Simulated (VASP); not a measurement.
K2F3, 5 atoms in the cell. The cell holds a sheet with vacuum, 5 atoms: a = 8.683 Å, b = 8.683 Å, c = 31.179 Å, α = 90.00°, β = 90.00°, γ = 120.00°. 

* Program: VASP 6.6.1
* Task: single point
* Functional: PBE
* Potentials or basis: VASP PAW PBE potentials, release 64 (K_sv, F)
* Cutoff: 520 eV
* k mesh: 6 × 6 × 1
* Occupations: gaussian, width 0.1 eV
* Spin: collinear spin, ferromagnetic start
* Starting moments: [0.0, 0.0, 0.35, 0.35, 0.35] μB
* Dipole correction: yes
* Further INCAR settings: ALGO = Normal; EDIFF = 1e-06; NBANDS = 32

Potentials or basis: VASP PAW PBE potentials, release 64 (K_sv, F).

Command:

```bash
$ cat potpaw_PBE.64/K_sv/POTCAR potpaw_PBE.64/F/POTCAR > POTCAR
$ mpirun -np 1 vasp_std > vasp.out
```

Hardware: 1 thread of Intel(R) Xeon(R) Platinum 8375C CPU @ 2.90GHz (Ice Lake), with other jobs on the host.

**Question.** How long does it take, and how much memory?

**Answer.** It took 84 min on 1 thread of Intel(R) Xeon(R) Platinum 8375C CPU @ 2.90GHz (Ice Lake) (shared host), peak memory 3 GiB. Counts: scf iterations 34, k points 7.
